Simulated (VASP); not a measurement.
# P (R-3m) in VASP: a series of runs

The runs below take P through single point, with PBE.

All numbers are computed with VASP 6.6.1; they aren't measurements. Logs are shortened: lines on timing, memory, paths and dates and some standing lists are left out, and cuts for length are marked.

## Step 1: The cell of the first run

It takes space group R-3m (No. 166, trigonal). The conventional cell has a = 3.484 Å, b = 3.484 Å, c = 9.342 Å, α = 90.00°, β = 90.00°, γ = 120.00°. Within 3.1 Å of P (site symmetry 3m) lie 6 P at 2.31 to 2.82 Å.

## Step 2: Single point, PBE

INCAR

```
PREC = Accurate
ENCUT = 520
EDIFF = 1E-6
ISMEAR = 0
SIGMA = 0.1
LREAL = F
LASPH = T
NELM = 100
ALGO = Normal
ISIF = 2
LWAVE = F
LCHARG = F
GGA = PE
NBANDS = 12
```

KPOINTS

```
Automatic mesh
0
Gamma
  6 6 6
```

POSCAR

```
P
1.0
    1.7417834072      1.0056191190      3.1141105444
   -1.7417834072      1.0056191190      3.1141105444
    0.0000000000     -2.0112382381      3.1141105444
P
2
Direct
    0.7722467147      0.7722467147      0.7722467147
    0.2277532853      0.2277532853      0.2277532853
```

Potentials or basis: VASP PAW PBE potentials, release 64 (P).

Launch:

```bash
> cat potpaw_PBE.64/P/POTCAR > POTCAR
> mpirun -np 1 vasp_std > vasp.out
```

OUTCAR:

```text
PREC = Accurate
   ENCUT = 520
   EDIFF = 1E-6
   ISMEAR = 0
   LREAL = F
   LASPH = T
   NELM = 100
   ISIF = 2
   GGA = PE

 ion  position               nearest neighbor table
   1  0.772  0.772  0.772-   2 2.31   2 2.31   2 2.31   2 2.82   2 2.82   2 2.82
   2  0.228  0.228  0.228-   1 2.31   1 2.31   1 2.31   1 2.82   1 2.82   1 2.82

  LATTYP: Found a trigonal (rhomboedric) cell.
 ALAT       =     3.7071233771
 COS(alpha) =     0.5584862701

  Lattice vectors:

 A1 = (   1.7417834072,   1.0056191190,   3.1141105444)
 A2 = (  -1.7417834072,   1.0056191190,   3.1141105444)
 A3 = (   0.0000000000,  -2.0112382381,   3.1141105444)

Analysis of symmetry for initial positions (statically):
=====================================================================
 Subroutine PRICEL returns:
 Original cell was already a primitive cell.

 Routine SETGRP: Setting up the symmetry group for a
 trigonal (rhombohedral) supercell.

 Subroutine GETGRP returns: Found 12 space group operations
 (whereof 12 operations were pure point group operations)
 out of a pool of 12 trial point group operations.

The static configuration has the point symmetry D_3d.

Analysis of symmetry for dynamics (positions and initial velocities):
=====================================================================
 Subroutine PRICEL returns:
 Original cell was already a primitive cell.

 Routine SETGRP: Setting up the symmetry group for a
 trigonal (rhombohedral) supercell.

 Subroutine GETGRP returns: Found 12 space group operations
 (whereof 12 operations were pure point group operations)
 out of a pool of 12 trial point group operations.

The dynamic configuration has the point symmetry D_3d.

 Subroutine INISYM returns: Found 12 space group operations
 (whereof 12 operations are pure point group operations),
 and found     1 'primitive' translations

----------------------------------------------------------------------------------------

                                     Primitive cell

  volume of cell :      32.7275

  direct lattice vectors                    reciprocal lattice vectors
     1.741783407  1.005619119  3.114110544     0.287062098  0.165735380  0.107039660
    -1.741783407  1.005619119  3.114110544    -0.287062098  0.165735380  0.107039660
     0.000000000 -2.011238238  3.114110544     0.000000000 -0.331470760  0.107039660

  length of vectors
     3.707123377  3.707123377  3.707123377     0.348325068  0.348325068  0.348325068

  position of ions in fractional coordinates (direct lattice)
     0.772246715  0.772246715  0.772246715
[... 89 lines left out ...]
   NELECT =      10.0000    total number of electrons
   NUPDOWN=      -1.0000    fix difference up-down
   EMIN   =  10.00;   EMAX   =-10.00  energy-range for DOS
   EFERMI =   0.00;   METHOD = LEGACY
   ISMEAR =     0;   SIGMA  =   0.10  broadening in eV -4-tet -1-fermi 0-gaus
   EFERMI_NEDOS =   21; number of points for ismear=-14 and -15
   IALGO  =     38    algorithm
   IMIX   =      4    mixing-type and parameters
     AMIX     =   0.40;   BMIX     =  1.00
     AMIX_MAG =   1.60;   BMIX_MAG =  1.00
  volume/ion in A,a.u.               =      16.36       110.43
  Fermi-wavevector in a.u.,A,eV,Ry     =   1.102649  2.083704 16.542429  1.215834
  Thomas-Fermi vector in A             =   2.239095
   LORBIT       =      0    0 simple, 1 ext, 2 COOP (PROOUT), +10 PAW based schemes
   GGA     = PE    functional components
   LHFCALC =     F    Hartree Fock is set to
   AEXX    =    0.0000 exact exchange contribution
   IVDW    =     0    specifies the selected vdW correction
   LEPSILON=     F    determine dielectric tensor
   LRPA    =     F    only Hartree local field effects (RPA)
 non-spin polarized calculation
 Gauss-broadening in eV      SIGMA  =   0.10
  energy-cutoff  :      520.00
  volume of cell :       32.73
 maximum number of plane-waves:       899
   NGX = 13   NGY = 13   NGZ = 13

 number of electron      10.0000001 magnetization

 Free energy of the ion-electron system (eV)
  ---------------------------------------------------
  ext. energy  EPLUGINS =         0.00000000
  ---------------------------------------------------
  free energy    TOTEN  =       -10.67733061 eV

  energy without entropy =      -10.67628927  energy(sigma->0) =      -10.67680994

 E-fermi :   8.9260     XC(G=0): -10.7017

 val. band max:        8.7944882525   @ k =   0.5000   0.5000   0.5000
 cond. band min:       8.9790503619   @ k =   0.5000   0.5000   0.0000
 fundamental gap:      0.1845621094
 Fermi energy:         8.9259768469

 k-point     1 :       0.0000    0.0000    0.0000
  band No.  band energies     occupation
      1      -7.5680      2.00000
      2       5.1258      2.00000
      3       5.7604      2.00000
      4       5.8911      2.00000
      5       5.8911      2.00000
      6      10.1954      0.00000
      7      11.4586      0.00000
      8      11.4586      0.00000
      9      14.4880      0.00000
     10      14.4880      0.00000
     11      15.7553      0.00000
     12      15.8471      0.00000
[... 331 lines left out ...]
 k-point    24 :      -0.3333    0.5000    0.1667
  band No.  band energies     occupation
      1      -3.5931      2.00000
      2      -1.5756      2.00000
      3       1.2390      2.00000
      4       2.3017      2.00000
      5       6.1272      2.00000
      6      10.8348      0.00000
      7      11.9015      0.00000
      8      15.6200      0.00000
      9      15.8805      0.00000
     10      17.2948      0.00000
     11      20.3891      0.00000
     12      21.8519      0.00000

 [... further k-points ...]

------------------------ aborting loop because EDIFF is reached ----------------------------------------

  FORCE on cell =-STRESS in cart. coord.  units (eV):
  Direction    XX          YY          ZZ          XY          YZ          ZX
  --------------------------------------------------------------------------------------
  -------------------------------------------------------------------------------------
  Total       -0.0272484     -0.0272484     -0.0463662     -0.0000000      0.0000000     -0.0000000
  in kB       -1.3339477     -1.3339477     -2.2698601     -0.0000000      0.0000000     -0.0000000
  external PRESSURE =      -1.6459185 kB  Pullay stress =       0.0000000 kB

 VOLUME and BASIS-vectors are now :
 -----------------------------------------------------------------------------
  energy-cutoff  :      520.00
  volume of cell :       32.73
      direct lattice vectors                 reciprocal lattice vectors
     1.741783407  1.005619119  3.114110544     0.287062098  0.165735380  0.107039660
    -1.741783407  1.005619119  3.114110544    -0.287062098  0.165735380  0.107039660
     0.000000000 -2.011238238  3.114110544     0.000000000 -0.331470760  0.107039660

 POSITION                                       TOTAL-FORCE (eV/Angst)
 -----------------------------------------------------------------------------------
      0.00000     -0.00000      7.21458         0.000000     -0.000000      0.179177
      0.00000     -0.00000      2.12775         0.000000      0.000000     -0.179177
 -----------------------------------------------------------------------------------
    total drift:                                0.000000     -0.000000      0.000000

  FREE ENERGIE OF THE ION-ELECTRON SYSTEM (eV)
  ---------------------------------------------------
  free  energy   TOTEN  =       -10.6773306116 eV

  energy  without entropy=      -10.6762892661  energy(sigma->0) =      -10.67680994
```

OSZICAR:

```text
N       E                     dE             d eps       ncg     rms          rms(c)
DAV:   1     0.235412621981E+02    0.23541E+02   -0.45422E+03   768   0.716E+02
DAV:   2    -0.939865853980E+01   -0.32940E+02   -0.31192E+02  1020   0.120E+02
DAV:   3    -0.106959042254E+02   -0.12972E+01   -0.12918E+01   984   0.218E+01
DAV:   4    -0.107036053459E+02   -0.77011E-02   -0.76992E-02   924   0.207E+00
DAV:   5    -0.107036710319E+02   -0.65686E-04   -0.65684E-04   996   0.174E-01    0.678E+00
DAV:   6    -0.106858080149E+02    0.17863E-01   -0.78488E-03   932   0.520E-01    0.403E+00
DAV:   7    -0.106771812748E+02    0.86267E-02   -0.15475E-02   908   0.787E-01    0.992E-02
DAV:   8    -0.106772935765E+02   -0.11230E-03   -0.17021E-03   912   0.275E-01    0.601E-02
DAV:   9    -0.106773151186E+02   -0.21542E-04   -0.86204E-05   988   0.626E-02    0.412E-02
DAV:  10    -0.106773300159E+02   -0.14897E-04   -0.18055E-05   916   0.284E-02    0.854E-03
DAV:  11    -0.106773306116E+02   -0.59570E-06   -0.76625E-07   760   0.605E-03
   1 F= -.10677331E+02 E0= -.10676810E+02  d E =-.104135E-02
```

stdout:

```text
POSCAR found type information on POSCAR P
 POSCAR found :  1 types and       2 ions
 scaLAPACK will be used
 LDA part: xc-table for (Slater+PW92), standard interpolation
 POSCAR, INCAR and KPOINTS ok, starting setup
 FFT: planning ... GRIDC
 FFT: planning ... GRID_SOFT
 FFT: planning ... GRID
 WAVECAR not read
 entering main loop
```

It used 13 s of CPU time on 1 thread of Intel(R) Xeon(R) Platinum 8175M CPU @ 2.50GHz (Skylake/Cascade Lake), with other jobs on the host.

What came out:

- Free energy: -10.6773 eV
- Pressure: -0.2 GPa
- Largest force: 0.179 eV/Å
- Band gap on the k mesh: zero (bands 5 and 6 overlap by 0.67 eV)

Forces in eV/Å, atoms in the order of the input:
```
P    0.000  0.000  0.179
P    0.000  0.000 -0.179
```

Stress tensor (GPa, compression positive):
```
-0.13  0.00  0.00
 0.00 -0.13  0.00
 0.00  0.00 -0.23
```

Caveat: the k points lie up to 0.36 Å⁻¹ apart, too coarse for converged energies and pressures of a metal.

## Step 3: Single point, PBE

This run uses another cell than the first one, of 16.10 Å³/atom.

INCAR

```
  PREC = Accurate
  ENCUT = 520
  EDIFF = 1E-6
  ISMEAR = 0
  SIGMA = 0.1
  LREAL = False
  LASPH = True
  NELM = 100
  ALGO = Normal
  ISIF = 2
  LWAVE = False
  LCHARG = False
  GGA = PE
  NBANDS = 12
```

KPOINTS

```
Automatic mesh
0
Gamma
  21 21 21
```

POSCAR

```
P
1.0
    1.7406761640      1.0049798519      3.0677245947
   -1.7406761640      1.0049798519      3.0677245947
    0.0000000000     -2.0099597038      3.0677245947
P
2
Direct
    0.7705937571      0.7705937571      0.7705937571
    0.2294062429      0.2294062429      0.2294062429
```

Potentials or basis: VASP PAW PBE potentials, release 64 (P).

Launch:

```bash
> cat potpaw_PBE.64/P/POTCAR > POTCAR
> mpirun -np 1 vasp_std > vasp.out
```

Wall time 8 min (1 thread of Intel Xeon Platinum 8175M at 2.50GHz (Skylake/Cascade Lake), shared host); peak memory 0.36 GiB.

The run converged. Its results:

```yaml
Free_energy: -10.6503 eV
Pressure: -0.3 GPa
Largest_force: 0.046 eV/Å
Band_gap_on_the_k_mesh: zero (bands 5 and 6 overlap by 0.82 eV)
```

Forces on the atoms (eV/Å):
```
P    0.000  0.000  0.046
P    0.000  0.000 -0.046
```

Stress tensor (GPa, compression positive):
```
-0.35  0.00  0.00
 0.00 -0.35  0.00
 0.00  0.00 -0.12
```

Levels at points of the mesh, in eV from the Fermi level:
```csv
k point,band 1,band 2,band 3,band 4,band 5,band 6,band 7,band 8,band 9,band 10
"(0.00, 0.00, 0.00)",-16.42,-3.41,-2.96,-2.86,-2.86,1.59,2.82,2.82,5.62,5.62
```
